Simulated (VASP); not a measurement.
Input of a VASP 6.6.1 run:

The input INCAR:

```
SYSTEM = LiH2
PREC = Accurate
ENCUT = 600
EDIFF = 1E-7
ISMEAR = 0
SIGMA = 0.1
LREAL = .FALSE.
LASPH = .TRUE.
NELM = 100
ALGO = Normal
ISIF = 3
LWAVE = .FALSE.
LCHARG = .FALSE.
GGA = PE
IBRION = 2
NSW = 90
EDIFFG = -0.04
```

File KPOINTS:

```
regular mesh
0
G
  6 6 6
  0 0 0
```

Contents of POSCAR:

```
LiH2
1.0
   -2.3299656028      2.3299656028      2.4555691045
    2.3299656028     -2.3299656028      2.4555691045
    2.3299656028      2.3299656028     -2.4555691045
Li H
2 4
Direct
    0.0000000000      0.5000000000      0.5000000000
    0.5000000000      0.0000000000      0.5000000000
    0.2500000000      0.3750000000      0.6250000000
    0.3750000000      0.7500000000      0.1250000000
    0.6250000000      0.2500000000      0.8750000000
    0.7500000000      0.6250000000      0.3750000000
```

Potentials or basis: VASP PAW PBE potentials, release 64 (Li_sv, H).

Command:

```console
$ cat potpaw_PBE.64/Li_sv/POTCAR potpaw_PBE.64/H/POTCAR > POTCAR
$ mpirun -np 1 vasp_std > vasp.out
```

Question: Estimate the band gap on the k mesh.

Answer: 1.30 eV (least direct gap 1.67 eV).

Question: Estimate the space group after relaxing (to 0.1 Å).

Answer: I4/mmm (No. 139).

Stress tensor (GPa, compression positive):
```
-0.56  0.00  0.00
 0.00 -0.56  0.00
 0.00  0.00  0.27
```

Caveat: the cutoff is under 1.25 times the usual one of these potentials, so pressure, stress and relaxed cells hold a basis-set (Pulay) error. A k mesh can miss the band edges.
